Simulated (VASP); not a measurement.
Wanted: the native input for a VASP 6.6.1 run.

```yaml
Task: single point
Functional: PBE
Potentials_or_basis: VASP PAW PBE potentials, release 64 (Mg, O)
Cutoff: 520 eV
k_mesh: 2 × 2 × 2
Occupations: gaussian, width 0.05 eV
Spin: no spin polarisation
Dipole_correction: no
Further_INCAR_settings: LREAL = Auto; ALGO = Normal; EDIFF = 1e-06; NBANDS = 47
```

The structure of Mg9O8 (a cell with a defect) lies in POSCAR:

```
Mg9O8
1.0
    0.0000000000      4.3915000000      4.3915000000
    4.3915000000      0.0000000000      4.3915000000
    4.3915000000      4.3915000000      0.0000000000
Mg O
9 8
Direct
    0.0032589093      0.0002417170      0.0124641922
    0.0034803598      0.0042160993      0.5143588751
   -0.0220652397      0.5055232836      0.0136480701
    0.0059528635      0.5038904702      0.5155855630
    0.5092610725     -0.0220664921      0.0104410794
    0.5057285665      0.0070946146      0.5154489354
    0.4154051008      0.4171539337     -0.0699682341
    0.5270709325      0.5375721280      0.4912665376
    0.5329369236      0.5290132073      0.1165222589
    0.2327309575      0.2337135375      0.2760746897
    0.2613477172      0.2608526699      0.7742451326
    0.2434323124      0.7706833656      0.2870843675
    0.2435195264      0.7720371172      0.7358806786
    0.7757829899      0.2353193670      0.2824936810
    0.7674729591      0.2470056928      0.7322813390
    0.7611727200      0.7605476489      0.2515179324
    0.7648473187      0.7623481726      0.7596629853
```

One way to write it, as run:

INCAR

```
PREC = Accurate
ENCUT = 520
EDIFF = 1E-6
ISMEAR = 0
SIGMA = 0.05
LREAL = Auto
LASPH = True
NELM = 60
ALGO = Normal
ISIF = 2
LWAVE = False
LCHARG = False
GGA = PE
NBANDS = 47
```

KPOINTS

```
Automatic mesh
0
Gamma
  2 2 2
```

Potentials or basis: VASP PAW PBE potentials, release 64 (Mg, O).

The run is started by

```bash
$ cat potpaw_PBE.64/Mg/POTCAR potpaw_PBE.64/O/POTCAR > POTCAR
$ mpirun -np 1 vasp_std > vasp.out
```

It gave:

```json
{
 "Pressure": "16.5 GPa",
 "Largest force": "0.549 eV/Å",
 "Band gap on the k mesh": "0.20 eV"
}
```

Caveat: the k points lie up to 0.62 Å⁻¹ apart.

Wall time 75 s on 1 thread of Intel(R) Xeon(R) 6975P-C (Granite Rapids) (shared host), peak memory 0.32 GiB.
